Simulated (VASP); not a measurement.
Set up this calculation in VASP 6.6.1, as the native input.

```
Task                   : single point
Functional             : LDA
Potentials or basis    : VASP PAW LDA potentials, release 64 (Sr_sv, Ca_sv)
Cutoff                 : 520 eV
k mesh                 : 8 × 8 × 5
Occupations            : methfessel-paxton, width 0.05 eV
Spin                   : no spin polarisation
Dipole correction      : no
Further INCAR settings : ALGO = Normal; EDIFF = 1e-07; NBANDS = 17
```

The structure of SrCa lies in POSCAR:

```
SrCa
1.0
    4.1283377400      0.0000000000      0.0000000000
   -2.0641688700      3.5752453600      0.0000000000
    0.0000000000      0.0000000000      6.7887450800
Sr Ca
1 1
Direct
    0.6666666667      0.3333333333      0.5000000000
    0.0000000000      0.0000000000      0.0000000000
```

The input as run:

INCAR

```
SYSTEM = SrCa
ALGO = Normal
EDIFF = 1E-7
ENCUT = 520
ISIF = 2
ISMEAR = 1
LASPH = .True.
LCHARG = .False.
LREAL = .False.
LWAVE = .False.
NBANDS = 17
NELM = 100
PREC = Accurate
SIGMA = 0.05
```

KPOINTS

```
k-points
0
Gamma
  8 8 5
  0 0 0
```

Potentials or basis: VASP PAW LDA potentials, release 64 (Sr_sv, Ca_sv).

Run with:

```sh
$ cat potpaw_LDA.64/Sr_sv/POTCAR potpaw_LDA.64/Ca_sv/POTCAR > POTCAR
$ mpirun -np 1 vasp_std > vasp.out
```

It gave:

| Property | Result |
| --- | --- |
| Pressure | -1.8 GPa |
| Band gap on the k mesh | zero (bands 10 and 11 overlap by 0.25 eV) |

Wall time 64 s on 1 thread of Intel Xeon 8259CL (shared host), peak memory 0.22 GiB.
